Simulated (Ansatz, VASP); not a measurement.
**CuO: VASP and Ansatz over several settings**

```xyz
4
Lattice="2.8986 0.0000 0.0000 0.0393 2.8983 0.0000 0.0176 0.0174 5.2106" Properties=species:S:1:pos:R:3 pbc="T T T"
Cu    0.0197    1.4492    0.0000
Cu    1.4581    0.0087    2.6053
O     2.9073    0.0179    3.9074
O     0.0482    2.8978    1.3032
```

Single points on this cell with VASP 6.6.1 and Ansatz 0.2.0. Each row is one pair of runs. Alike in all rows: spin: off; k mesh: 9 × 9 × 5; smearing: fermi-dirac, width 0.05 eV; VASP's potentials, cutoff: VASP PAW PBE potentials, release 64 (Cu, O), 520 eV; Ansatz's potentials, cutoff: Ansatz PAW, 420 eV.

| level | gap on the k mesh at the Fermi level (eV), VASP | gap on the k mesh at the Fermi level (eV), Ansatz | pressure (GPa), VASP | pressure (GPa), Ansatz | rms of the force components (eV/Å), VASP | rms of the force components (eV/Å), Ansatz |
| --- | --- | --- | --- | --- | --- | --- |
| PBE | none | none | 3.1 | 2.4 | 0.005 | 0.005 |
| RPBE | none | none | 8.3 | 7.6 | 0.004 | 0.005 |
| PBEsol | none | none | -4.5 | -5.2 | 0.006 | 0.005 |

Pressure (GPa): the two programs differ by at most 0.71; rms of the force components (eV/Å): the two programs differ by at most 0.0003.

VASP's potentials hold 34 valence electrons a cell and Ansatz's 50, so a difference there can come from the potentials and not from the codes.

A gap of «none» marks a metal or a gap that the smearing closes.
